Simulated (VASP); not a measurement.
# Ti2Si4W (I4/mmm) in VASP: notebook

Ti2Si4W is run at these levels: PBE; tasks: single point, relaxation of cell and atoms.

Program: VASP 6.6.1. These are calculated values, not measurements. Logs are shortened: lines on timing, memory, paths and dates and some standing lists are left out, and cuts for length are marked.

### Step 1. The cell of the first run

Symmetry: I4/mmm, No. 139, tetragonal system. The conventional cell has a = 6.224 Å, b = 6.224 Å, c = 5.112 Å, α = 90.00°, β = 90.00°, γ = 90.00°. W (site symmetry 4/mmm) has 12 Si at 2.61 to 3.12 Å and 8 Ti at 3.36 Å within 3.4 Å. Within 3.3 Å of Si (site symmetry m2m) lie 4 Si at 2.53 to 2.69 Å and 4 Ti at 2.58 Å and 3 W at 2.61 to 3.12 Å. Within 3.4 Å of Ti (site symmetry -4m2) lie 2 Ti at 2.56 Å and 8 Si at 2.58 Å and 4 W at 3.36 Å.

### Step 2. Single point, PBE

INCAR

```
SYSTEM = Ti2Si4W
ALGO = Normal
EDIFF = 1E-7
ENCUT = 520
GGA = PE
ISIF = 2
ISMEAR = 1
LASPH = .True.
LCHARG = .True.
LELF = .True.
LREAL = .False.
LVHAR = .True.
LWAVE = .False.
NBANDS = 36
NELM = 80
PREC = Accurate
SIGMA = 0.2306
```

KPOINTS

```
k-points
0
Gamma
  5 5 5
  0 0 0
```

POSCAR

```
Ti2Si4W
1.0
   -3.1119391964      3.1119391964      2.5559791676
    3.1119391964     -3.1119391964      2.5559791676
    3.1119391964      3.1119391964     -2.5559791676
W Si Ti
1 4 2
Direct
    0.0000000000      0.0000000000      0.0000000000
    0.2969331489      0.2969331489      0.5938662979
    0.2969331489      0.7030668511      0.0000000000
    0.7030668511      0.7030668511      0.4061337021
    0.7030668511      0.2969331489      0.0000000000
    0.7500000000      0.2500000000      0.5000000000
    0.2500000000      0.7500000000      0.5000000000
```

Potentials or basis: VASP PAW PBE potentials, release 64 (W_sv, Si, Ti_sv).

Started as:

```sh
$ cat potpaw_PBE.64/W_sv/POTCAR potpaw_PBE.64/Si/POTCAR potpaw_PBE.64/Ti_sv/POTCAR > POTCAR
$ mpirun -np 1 vasp_std > vasp.out
```

OUTCAR:

```text
SYSTEM = Ti2Si4W
   EDIFF = 1E-7
   ENCUT = 520
   GGA = PE
   ISIF = 2
   ISMEAR = 1
   LASPH = .True.
   LREAL = .False.
   NELM = 80
   PREC = Accurate

 ion  position               nearest neighbor table
   1  0.000  0.000  0.000-   3 2.61   5 2.61   2 2.61   4 2.61   2 3.12   4 3.12   4 3.12   2 3.12
                             3 3.12   5 3.12   3 3.12   5 3.12
   2  0.297  0.297  0.594-   3 2.53   5 2.53   7 2.58   6 2.58   6 2.58   7 2.58   1 2.61   4 2.69
                             4 2.69   1 3.12   1 3.12
   3  0.297  0.703  0.000-   2 2.53   4 2.53   6 2.58   7 2.58   7 2.58   6 2.58   1 2.61   5 2.69
                             5 2.69   1 3.12   1 3.12
   4  0.703  0.703  0.406-   3 2.53   5 2.53   7 2.58   6 2.58   6 2.58   7 2.58   1 2.61   2 2.69
                             2 2.69   1 3.12   1 3.12
   5  0.703  0.297  0.000-   2 2.53   4 2.53   7 2.58   6 2.58   6 2.58   7 2.58   1 2.61   3 2.69
                             3 2.69   1 3.12   1 3.12
   6  0.750  0.250  0.500-   7 2.56   7 2.56   4 2.58   2 2.58   5 2.58   5 2.58   3 2.58   3 2.58
                             2 2.58   4 2.58
   7  0.250  0.750  0.500-   6 2.56   6 2.56   4 2.58   2 2.58   3 2.58   3 2.58   5 2.58   5 2.58
                             4 2.58   2 2.58

  LATTYP: Found a body centered tetragonal cell.
 ALAT       =     6.2238783928
 C/A-ratio  =     0.8213461145

  Lattice vectors:

 A1 = (  -3.1119391964,   3.1119391964,   2.5559791676)
 A2 = (   3.1119391964,  -3.1119391964,   2.5559791676)
 A3 = (   3.1119391964,   3.1119391964,  -2.5559791676)

Analysis of symmetry for initial positions (statically):
=====================================================================
 Subroutine PRICEL returns:
 Original cell was already a primitive cell.

 Routine SETGRP: Setting up the symmetry group for a
 body centered tetragonal supercell.

 Subroutine GETGRP returns: Found 16 space group operations
 (whereof 16 operations were pure point group operations)
 out of a pool of 16 trial point group operations.

The static configuration has the point symmetry D_4h.

Analysis of symmetry for dynamics (positions and initial velocities):
=====================================================================
 Subroutine PRICEL returns:
 Original cell was already a primitive cell.

 Routine SETGRP: Setting up the symmetry group for a
 body centered tetragonal supercell.

 Subroutine GETGRP returns: Found 16 space group operations
 (whereof 16 operations were pure point group operations)
 out of a pool of 16 trial point group operations.

The dynamic configuration has the point symmetry D_4h.

 Subroutine INISYM returns: Found 16 space group operations
[... 107 lines left out ...]
   ISYM   =      2    0-nonsym 1-usesym 2-fastsym
   POTIM  = 0.5000    time-step for ionic-motion
   TEBEG  =    0.0;   TEEND  =   0.0 temperature during run
   PSTRESS=    0.0 pullay stress
   NELECT =      54.0000    total number of electrons
   NUPDOWN=      -1.0000    fix difference up-down
   EMIN   =  10.00;   EMAX   =-10.00  energy-range for DOS
   EFERMI =   0.00;   METHOD = LEGACY
   ISMEAR =     1;   SIGMA  =   0.23  broadening in eV -4-tet -1-fermi 0-gaus
   EFERMI_NEDOS =   21; number of points for ismear=-14 and -15
   IALGO  =     38    algorithm
   IMIX   =      4    mixing-type and parameters
     AMIX     =   0.40;   BMIX     =  1.00
     AMIX_MAG =   1.60;   BMIX_MAG =  1.00
  volume/ion in A,a.u.               =      14.14        95.45
  Fermi-wavevector in a.u.,A,eV,Ry     =   1.337559  2.527620 24.341691  1.789064
  Thomas-Fermi vector in A             =   2.466098
   LORBIT       =      0    0 simple, 1 ext, 2 COOP (PROOUT), +10 PAW based schemes
   GGA     = PE    functional components
   LHFCALC =     F    Hartree Fock is set to
   AEXX    =    0.0000 exact exchange contribution
   IVDW    =     0    specifies the selected vdW correction
   LEPSILON=     F    determine dielectric tensor
   LRPA    =     F    only Hartree local field effects (RPA)
 non-spin polarized calculation
 Methfessel and Paxton  Order N= 1 SIGMA  =   0.23
  energy-cutoff  :      520.00
  volume of cell :       99.01
 maximum number of plane-waves:      2692
 NGX is ok and might be reduce to    40
   NGX = 19   NGY = 19   NGZ = 19

 number of electron      53.9999997 magnetization

 Free energy of the ion-electron system (eV)
  ---------------------------------------------------
  ext. energy  EPLUGINS =         0.00000000
  ---------------------------------------------------
  free energy    TOTEN  =       -51.43473382 eV

  energy without entropy =      -51.44130646  energy(sigma->0) =      -51.43692470

 E-fermi :  11.2381     XC(G=0): -12.0484

 val. band max:       11.2250593944   @ k =  -0.2000  -0.4000   0.2000
 cond. band min:      11.2459319104   @ k =  -0.4000   0.4000   0.0000
 fundamental gap:      0.0208725160
 Fermi energy:        11.2380939071

 k-point     1 :       0.0000    0.0000    0.0000
  band No.  band energies     occupation
      1     -63.3362      2.00000
      2     -45.3877      2.00000
      3     -45.2112      2.00000
      4     -27.5620      2.00000
      5     -27.5170      2.00000
      6     -27.5170      2.00000
[... 691 lines left out ...]
     35      13.0343     -0.00000
     36      15.0401     -0.00000

------------------------ aborting loop because EDIFF is reached ----------------------------------------

  FORCE on cell =-STRESS in cart. coord.  units (eV):
  Direction    XX          YY          ZZ          XY          YZ          ZX
  --------------------------------------------------------------------------------------
  -------------------------------------------------------------------------------------
  Total       -0.0417297     -0.0417297     -0.0318336      0.0000000      0.0000000      0.0000000
  in kB       -0.6752684     -0.6752684     -0.5151305      0.0000000      0.0000000      0.0000000
  external PRESSURE =      -0.6218891 kB  Pullay stress =       0.0000000 kB

 VOLUME and BASIS-vectors are now :
 -----------------------------------------------------------------------------
  energy-cutoff  :      520.00
  volume of cell :       99.01
      direct lattice vectors                 reciprocal lattice vectors
    -3.111939196  3.111939196  2.555979168     0.000000000  0.160671520  0.195619748
     3.111939196 -3.111939196  2.555979168     0.160671520  0.000000000  0.195619748
     3.111939196  3.111939196 -2.555979168     0.160671520  0.160671520  0.000000000

 POSITION                                       TOTAL-FORCE (eV/Angst)
 -----------------------------------------------------------------------------------
      0.00000      0.00000      0.00000        -0.000000      0.000000     -0.000000
      1.84808      1.84808     -0.00000         0.007793      0.007793      0.000000
      1.26386     -1.26386      2.55598        -0.007793      0.007793     -0.000000
      1.26386      1.26386      2.55598        -0.007793     -0.007793     -0.000000
     -1.26386      1.26386      2.55598         0.007793     -0.007793     -0.000000
      0.00000      3.11194      1.27799        -0.000000      0.000000     -0.000000
      3.11194      0.00000      1.27799        -0.000000      0.000000     -0.000000
 -----------------------------------------------------------------------------------
    total drift:                                0.000000     -0.000000      0.000000

  FREE ENERGIE OF THE ION-ELECTRON SYSTEM (eV)
  ---------------------------------------------------
  free  energy   TOTEN  =       -51.4347338207 eV

  energy  without entropy=      -51.4413064647  energy(sigma->0) =      -51.43692470
```

OSZICAR:

```text
N       E                     dE             d eps       ncg     rms          rms(c)
DAV:   1     0.577094830090E+03    0.57709E+03   -0.25407E+04  1296   0.163E+03
DAV:   2     0.817519687548E+01   -0.56892E+03   -0.55427E+03  1304   0.491E+02
DAV:   3    -0.499096281622E+02   -0.58085E+02   -0.56538E+02  2020   0.134E+02
DAV:   4    -0.552803351789E+02   -0.53707E+01   -0.53256E+01  1880   0.329E+01
DAV:   5    -0.555571487294E+02   -0.27681E+00   -0.27637E+00  1844   0.628E+00    0.266E+01
DAV:   6    -0.521813164764E+02    0.33758E+01   -0.33684E+01  1696   0.292E+01    0.831E+00
DAV:   7    -0.518929514822E+02    0.28836E+00   -0.94102E+00  1744   0.123E+01    0.747E+00
DAV:   8    -0.514889538416E+02    0.40400E+00   -0.29698E+00  1768   0.863E+00    0.482E+00
DAV:   9    -0.514318150066E+02    0.57139E-01   -0.34666E-01  1604   0.389E+00    0.638E-01
DAV:  10    -0.514341782084E+02   -0.23632E-02   -0.36985E-02  1892   0.891E-01    0.517E-01
DAV:  11    -0.514347197004E+02   -0.54149E-03   -0.55891E-03  1764   0.513E-01    0.176E-01
DAV:  12    -0.514347426532E+02   -0.22953E-04   -0.56357E-04  1736   0.128E-01    0.585E-02
DAV:  13    -0.514347348915E+02    0.77617E-05   -0.30013E-05  1636   0.353E-02    0.710E-03
DAV:  14    -0.514347337351E+02    0.11563E-05   -0.29449E-06  1836   0.117E-02    0.384E-03
DAV:  15    -0.514347338207E+02   -0.85559E-07   -0.37995E-07  1508   0.381E-03
   1 F= -.51434734E+02 E0= -.51436925E+02  d E =0.657264E-02
```

stdout:

```text
POSCAR found type information on POSCAR W SiTi
 POSCAR found :  3 types and       7 ions
 scaLAPACK will be used
 LDA part: xc-table for (Slater+PW92), standard interpolation
 POSCAR, INCAR and KPOINTS ok, starting setup
 FFT: planning ... GRIDC
 FFT: planning ... GRID_SOFT
 FFT: planning ... GRID
 WAVECAR not read
 entering main loop
```

Wall time 71 s (1 thread of AMD EPYC 7R43 (Zen 3), shared host); peak memory 0.23 GiB.

What came out:

| Property | Result |
| --- | --- |
| Free energy | -51.4347 eV |
| Pressure | -0.1 GPa |
| Largest force | 0.011 eV/Å |
| Band gap on the k mesh | zero (bands 27 and 28 overlap by 0.44 eV) |

Forces on the atoms (eV/Å):
```
W    0.000  0.000  0.000
Si   0.008  0.008  0.000
Si  -0.008  0.008  0.000
Si  -0.008 -0.008  0.000
Si   0.008 -0.008  0.000
Ti   0.000  0.000  0.000
Ti   0.000  0.000  0.000
```

Caveat: spin-orbit coupling is left out, which moves the levels of the heavy elements.

### Step 3. Single point, PBE

INCAR

```
PREC = Accurate
ENCUT = 520
EDIFF = 1E-6
ISMEAR = 1
SIGMA = 0.005
LREAL = F
LASPH = T
NELM = 80
ALGO = Normal
ISIF = 2
LWAVE = F
LCHARG = F
GGA = PE
NBANDS = 36
```

KPOINTS

```
Automatic mesh
0
Gamma
  5 5 5
```

POSCAR

```
Ti2Si4W
1.0
   -3.1104395144      3.1104395144      2.5574297433
    3.1104395144     -3.1104395144      2.5574297433
    3.1104395144      3.1104395144     -2.5574297433
W Si Ti
1 4 2
Direct
    0.0000000000      0.0000000000      0.0000000000
    0.2970882833      0.2970882833      0.5941765666
    0.2970882833      0.7029117167      0.0000000000
    0.7029117167      0.7029117167      0.4058234334
    0.7029117167      0.2970882833      0.0000000000
    0.7500000000      0.2500000000      0.5000000000
    0.2500000000      0.7500000000      0.5000000000
```

Potentials or basis: VASP PAW PBE potentials, release 64 (W_sv, Si, Ti_sv).

Started as:

```sh
$ cat potpaw_PBE.64/W_sv/POTCAR potpaw_PBE.64/Si/POTCAR potpaw_PBE.64/Ti_sv/POTCAR > POTCAR
$ mpirun -np 1 vasp_std > vasp.out
```

It took 66 s on 1 thread of AMD EPYC 7R43 (Zen 3), shared host; peak memory 0.23 GiB.

It converged, with:

| Quantity | Value |
| --- | --- |
| Free energy | -51.4341 eV |
| Pressure | -0.1 GPa |
| Largest force | 0.012 eV/Å |
| Band gap on the k mesh | zero (bands 27 and 28 overlap by 0.44 eV) |

Forces in eV/Å, atoms in the order of the input:
```
W    0.000  0.000  0.000
Si   0.008  0.008  0.000
Si  -0.008  0.008  0.000
Si  -0.008 -0.008  0.000
Si   0.008 -0.008  0.000
Ti   0.000  0.000  0.000
Ti   0.000  0.000  0.000
```

Stress tensor (GPa, compression positive):
```
-0.05  0.00  0.00
 0.00 -0.05  0.00
 0.00  0.00 -0.13
```

Levels at points of the mesh, in eV from the Fermi level:
```csv
k point,band 25,band 26,band 27,band 28,band 29,band 30
"(0.00, 0.00, 0.00)",-2.20,-0.27,0.07,0.53,1.14,1.26
```

Caveat: spin-orbit coupling is left out, which moves the levels of the heavy elements.

### Step 4. Single point, PBE

INCAR

```
ALGO = Normal
EDIFF = 1E-7
ENCUT = 520
GGA = PE
ISIF = 2
ISMEAR = 1
LASPH = True
LCHARG = False
LREAL = False
LWAVE = False
NBANDS = 36
NELM = 80
PREC = Accurate
SIGMA = 0.2306
```

KPOINTS

```
k-points
0
Gamma
  5 5 5
```

POSCAR

```
Ti2Si4W
1.0
   -3.1119391964      3.1119391964      2.5559791676
    3.1119391964     -3.1119391964      2.5559791676
    3.1119391964      3.1119391964     -2.5559791676
W Si Ti
1 4 2
Direct
    0.0000000000      0.0000000000      0.0000000000
    0.2969331489      0.2969331489      0.5938662979
    0.2969331489      0.7030668511      0.0000000000
    0.7030668511      0.7030668511      0.4061337021
    0.7030668511      0.2969331489      0.0000000000
    0.7500000000      0.2500000000      0.5000000000
    0.2500000000      0.7500000000      0.5000000000
```

Started as:

```sh
$ cat potpaw_PBE.64/W_sv/POTCAR potpaw_PBE.64/Si/POTCAR potpaw_PBE.64/Ti_sv/POTCAR > POTCAR
$ mpirun -np 1 vasp_std > vasp.out
```

Wall time 68 s (1 thread of AMD EPYC 7R43 (Zen 3), shared host); peak memory 0.23 GiB.

It converged, with:

* Free energy: -51.4347 eV
* Pressure: -0.1 GPa
* Largest force: 0.011 eV/Å
* Band gap on the k mesh: zero (bands 27 and 28 overlap by 0.44 eV)

Forces in eV/Å, atoms in the order of the input:
```
W    0.000  0.000  0.000
Si   0.008  0.008  0.000
Si  -0.008  0.008  0.000
Si  -0.008 -0.008  0.000
Si   0.008 -0.008  0.000
Ti   0.000  0.000  0.000
Ti   0.000  0.000  0.000
```

Levels at points of the mesh, in eV from the Fermi level:
```tsv
k point	band 25	band 26	band 27	band 28	band 29	band 30
(0.00, 0.00, 0.00)	-2.21	-0.29	0.04	0.52	1.12	1.23
```

Caveat: spin-orbit coupling is left out, which moves the levels of the heavy elements.

[end of part 1 of 2]
